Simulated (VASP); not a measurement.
# Li7Nb8O24 (a cell with a defect) in VASP: further runs, part 2 of 2

VASP 6.6.1.

### 3 Single point, r2SCAN

File POSCAR:

```
Li7Nb8O24
1.0
   -5.3162400000     -3.0693330000      4.8810400000
    5.3162400000     -3.0693330000      4.8810400000
    0.0000000000      6.1386650000      4.8810400000
Li Nb O
7 8 24
Direct
    0.3344675973      0.3538798135      0.3521070825
    0.6492081387      0.6173623229      0.6992605908
    0.8389928367      0.8845889723      0.3060676099
    0.1475505941      0.1825565381      0.6594770548
    0.1561190417      0.6369287869      0.1324926300
    0.3247532105      0.8388759740      0.8615334858
    0.6293976288      0.1515975295      0.1350186420
    0.1493400348      0.1405180102      0.1447009835
    0.8521537628      0.8606372023      0.8645081351
    0.6500944960      0.6454483551      0.1551725702
    0.3637649683      0.3467416586      0.8529511607
    0.6363757894      0.1445244057      0.6469717338
    0.3542929431      0.8433227837      0.3531193625
    0.1466803570      0.6434600359      0.6426485209
    0.8575772742      0.3566781425      0.3483418986
    0.5925801227      0.3746817584      0.7809106396
    0.7668397713      0.5867688941      0.3753056643
    0.3832727916      0.7804520010      0.5839150546
    0.4177118500      0.6158217924      0.2491028449
    0.2299682825      0.4154565223      0.6076278234
    0.5881614406      0.2691765942      0.4377753017
    0.0788689983      0.8945206619      0.7834695338
    0.2662039996      0.0793802294      0.3727053159
    0.8942058712      0.2623119010      0.5673771355
    0.9118732548      0.1264873429      0.2354867791
    0.7264838511      0.9319109951      0.5889335920
    0.1137890226      0.7448553402      0.4205092602
    0.0851913853      0.4056622444      0.2572861109
    0.2621055895      0.5788143912      0.8723009722
    0.8889992544      0.7691212956      0.0887202872
    0.9123809033      0.6482280434      0.7251948983
    0.7190310634      0.4105611674      0.1171092918
    0.1320424168      0.2003049482      0.9095600973
    0.5819164912      0.8869629150      0.2342822152
    0.7383821598      0.0767115054      0.8992336094
    0.3880511497      0.2649190112      0.0769357609
    0.4072583381      0.1289601424      0.7236154893
    0.2378719967      0.9111674085      0.1129047707
    0.6346783642      0.7258518251      0.9199264347
```

File INCAR.step1:

```
SYSTEM = Li7Nb8O24
PREC     = Accurate       ! precision mode
ENCUT    = 520            ! plane-wave cutoff, eV
ISMEAR   = -1             ! smearing method
SIGMA    = 0.05           ! smearing width, eV
LREAL    = Auto         
LASPH    = .True.         ! aspherical terms in the spheres
NELM     = 100            ! most SCF steps
NBANDS   = 160            ! bands
NELECT   = 270.0        
GGA      = PE             ! functional
ALGO     = Normal         ! electronic algorithm
EDIFF    = 1E-4           ! SCF threshold, eV
LWAVE    = .True.         ! write WAVECAR
LCHARG   = .False.        ! write CHGCAR
```

File INCAR.step2:

```
SYSTEM = Li7Nb8O24
PREC     = Accurate       ! precision mode
ENCUT    = 520            ! plane-wave cutoff, eV
EDIFF    = 1E-6           ! SCF threshold, eV
ISMEAR   = -1             ! smearing method
SIGMA    = 0.05           ! smearing width, eV
LREAL    = Auto         
LASPH    = .True.         ! aspherical terms in the spheres
NELM     = 100            ! most SCF steps
ALGO     = Normal         ! electronic algorithm
ISIF     = 2              ! what is computed and relaxed
LWAVE    = .False.        ! write WAVECAR
LCHARG   = .True.         ! write CHGCAR
METAGGA  = R2SCAN         ! meta-GGA
LMIXTAU  = .True.       
LELF     = .True.         ! ELF
LVHAR    = .True.       
NBANDS   = 160            ! bands
NELECT   = 270.0        
ISTART   = 1
```

File KPOINTS:

```
Automatic mesh
0
Gamma
  1 1 1
  0 0 0
```

Potentials or basis: VASP PAW PBE potentials, release 64 (Li_sv, Nb_sv, O).

Run with:

```sh
> cat potpaw_PBE.64/Li_sv/POTCAR potpaw_PBE.64/Nb_sv/POTCAR potpaw_PBE.64/O/POTCAR > POTCAR
> cp INCAR.step1 INCAR
> mpirun -np 1 vasp_gam > vasp.out
> cp INCAR.step2 INCAR
> mpirun -np 1 vasp_gam > vasp.out
```

It took 7.9 min on 1 thread of Intel Xeon Platinum 8488C (Sapphire Rapids), shared host; peak memory 0.55 GiB.

It converged, with:

```yaml
Free_energy: -460.6243 eV
Largest_force: 2.510 eV/Å
```

Forces in eV/Å, atoms in the order of the input:
```
Li  -0.174 -0.034  0.399
Li  -0.311 -0.262  0.135
Li  -0.053  0.435  0.332
Li   0.076  0.257 -0.686
Li   0.180  0.248 -0.057
Li   0.263 -0.122  0.132
Li   0.053 -0.387  0.140
Nb   0.309 -0.308 -0.811
Nb  -0.313 -0.628  0.077
Nb  -1.420 -0.394 -1.319
Nb   0.681 -0.503 -0.391
Nb  -0.692 -2.157  1.081
Nb   0.895 -0.942  0.927
Nb   1.606  0.979 -0.180
Nb   0.005  0.149  0.011
O    1.194  0.046 -0.641
O    0.266 -0.068  0.184
O   -0.273  0.755 -0.561
O    0.163  0.109 -0.427
O    0.285 -0.047  0.492
O   -0.956 -0.421  0.190
O   -0.732 -0.456 -0.335
O    0.093 -0.259 -0.030
O    0.220  0.250 -0.637
O   -0.824 -0.457  0.172
O   -0.154  0.607  0.692
O   -0.546 -0.601  0.244
O   -0.678  0.244 -1.036
O   -0.015  0.182  0.507
O   -0.270  0.326  0.099
O   -1.164 -0.419 -0.282
O    0.570  0.576  1.344
O    0.439  0.330  1.593
O    0.794  1.118  0.439
O   -0.270 -0.552 -1.007
O   -0.014  1.352  0.203
O    0.050  0.832 -0.251
O    0.114  0.148 -0.080
O    0.602  0.077 -0.662
```

Levels at points of the mesh, in eV from the Fermi level:
| k point | band 131 | band 132 | band 133 | band 134 | band 135 | band 136 | band 137 | band 138 | band 139 | band 140 |
| --- | --- | --- | --- | --- | --- | --- | --- | --- | --- | --- |
| (0.00, 0.00, 0.00) | -1.54 | -1.50 | -1.41 | -1.39 | -1.33 | 2.61 | 2.67 | 2.80 | 2.97 | 3.07 |

Caveat: the k points lie up to 0.81 Å⁻¹ apart; the cell carries a net charge on a neutralising background, which shifts energy and pressure; the cell is charged against a uniform background, so pressure and absolute levels hang on convention; the atoms stand as in a frame of molecular dynamics; the PAW data sets were made with another functional, which shifts forces and pressure a little.

### 4 Single point, r2SCAN

File POSCAR:

```
Li7Nb8O24
1.0
   -5.3162400000     -3.0693330000      4.8810400000
    5.3162400000     -3.0693330000      4.8810400000
    0.0000000000      6.1386650000      4.8810400000
Li Nb O
7 8 24
Direct
    0.3685813158      0.3285530251      0.3770424739
    0.6037280549      0.6585788517      0.6651511761
    0.8436724336      0.8649092476      0.3994526721
    0.0999529602      0.1565343034      0.6804646975
    0.1628172018      0.6555526690      0.1584301555
    0.3512913062      0.8840926846      0.8404441114
    0.6691888437      0.1788422830      0.0650939450
    0.1364172739      0.1333135766      0.1352238313
    0.8474435476      0.8475187887      0.8410955530
    0.6490067853      0.6452071073      0.1508265086
    0.3496772303      0.3632206369      0.8671137697
    0.6530421437      0.1630153578      0.6460284474
    0.3648670680      0.8728012471      0.3707184221
    0.1389261708      0.6440764274      0.6444390945
    0.8459915427      0.3410293890      0.3421203988
    0.5712704953      0.3979901318      0.7395555269
    0.8031581643      0.5652644650      0.3666993938
    0.3974947942      0.7640132358      0.5904956414
    0.4253857811      0.6228937943      0.2505624747
    0.2303805772      0.4185963086      0.6196666819
    0.6161857569      0.2191194093      0.4055164619
    0.0780253550      0.8839897208      0.7537053445
    0.2516006359      0.0877066056      0.4024404188
    0.9014700981      0.2466651984      0.5654339428
    0.9292070221      0.0924314063      0.2119921094
    0.7213427195      0.9162925337      0.6142618834
    0.1219235572      0.7214262132      0.4182051441
    0.0868455254      0.3605540111      0.2552376065
    0.2467212836      0.5793623984      0.9015194518
    0.8870736429      0.7675154589      0.0703711526
    0.9229870987      0.6233392273      0.7337410367
    0.7213261096      0.4165242195      0.1079292589
    0.1162726654      0.2379187913      0.9175662015
    0.5950102369      0.8722550565      0.3124988552
    0.7689999240      0.0810324884      0.8740878570
    0.4122221307      0.2637149150      0.0741490015
    0.4351148750      0.1102235984      0.7486685415
    0.2488957115      0.9096822824      0.1216000009
    0.6054115209      0.7363875491      0.9299299058
```

File INCAR.step1:

```
  PREC = Accurate
  ENCUT = 520
  ISMEAR = -1
  SIGMA = 0.05
  LREAL = Auto
  LASPH = T
  NELM = 100
  NELECT = 270.0
  NBANDS = 160
  GGA = PE
  ALGO = Normal
  EDIFF = 1E-4
  LWAVE = T
  LCHARG = F
```

File INCAR.step2:

```
  PREC = Accurate
  ENCUT = 520
  EDIFF = 1E-6
  ISMEAR = -1
  SIGMA = 0.05
  LREAL = Auto
  LASPH = T
  NELM = 100
  ALGO = Normal
  ISIF = 2
  LWAVE = F
  LCHARG = F
  METAGGA = R2SCAN
  LMIXTAU = T
  NELECT = 270.0
  NBANDS = 160
  ISTART = 1
```

File KPOINTS:

```
regular mesh
0
Gamma
  1 1 1
```

Run with:

```sh
> cat potpaw_PBE.64/Li_sv/POTCAR potpaw_PBE.64/Nb_sv/POTCAR potpaw_PBE.64/O/POTCAR > POTCAR
> cp INCAR.step1 INCAR
> mpirun -np 1 vasp_gam > vasp.out
> cp INCAR.step2 INCAR
> mpirun -np 1 vasp_gam > vasp.out
```

Run time: 8.1 min. Hardware: 1 thread of Intel Xeon Platinum 8488C (Sapphire Rapids), shared host; peak memory 0.54 GiB.

Results (log left out):

| Quantity | Value |
| --- | --- |
| Free energy | -460.1449 eV |
| Largest force | 4.086 eV/Å |

Forces on the atoms (eV/Å):
```
Li   0.225  0.067 -0.344
Li  -0.334  0.184  0.183
Li  -0.068 -0.345 -0.439
Li  -0.050 -0.250  0.053
Li   0.032  0.007 -0.025
Li  -0.162  0.116 -0.045
Li   0.420  0.331  0.437
Nb  -1.491 -1.178  3.205
Nb   0.094  0.427  1.297
Nb  -0.061  0.128  0.125
Nb  -0.703 -1.085 -1.005
Nb  -0.198  1.620 -0.533
Nb  -0.645  0.749 -1.573
Nb  -1.657 -1.168  1.226
Nb  -2.326 -1.248  0.285
O    0.028  0.121 -0.219
O    1.845  0.230  0.574
O    0.951  0.996 -0.639
O   -0.330 -0.200  0.103
O   -0.649  0.180  0.290
O    0.080 -0.039  1.403
O    0.264 -0.141  0.474
O   -0.584 -0.637 -0.370
O    1.026  0.230 -1.173
O    2.333  2.843 -1.780
O   -0.231  0.193  0.828
O    0.756 -0.829  0.376
O    0.450  0.249 -0.806
O    0.078 -0.323  0.208
O    0.381  0.262 -0.674
O    1.254  1.339 -1.738
O   -0.139  0.645  0.747
O   -0.714 -1.075  0.070
O   -0.461 -1.582 -0.316
O   -0.023 -0.380 -0.408
O    0.191  0.642 -0.427
O    0.427 -0.200  0.145
O   -0.193 -0.034  0.657
O    0.181 -0.844 -0.170
```

Levels at points of the mesh, in eV from the Fermi level:
```
           k point  band 133  band 134  band 135  band 136  band 137  band 138
(0.00, 0.00, 0.00)     -1.39     -1.37     -1.21      2.77      2.93      3.07
```

Caveat: the k points lie up to 0.81 Å⁻¹ apart; the cell carries a net charge on a neutralising background, which shifts energy and pressure; the cell is charged against a uniform background, so pressure and absolute levels hang on convention; the atoms stand as in a frame of molecular dynamics; the PAW data sets were made with another functional, which shifts forces and pressure a little.
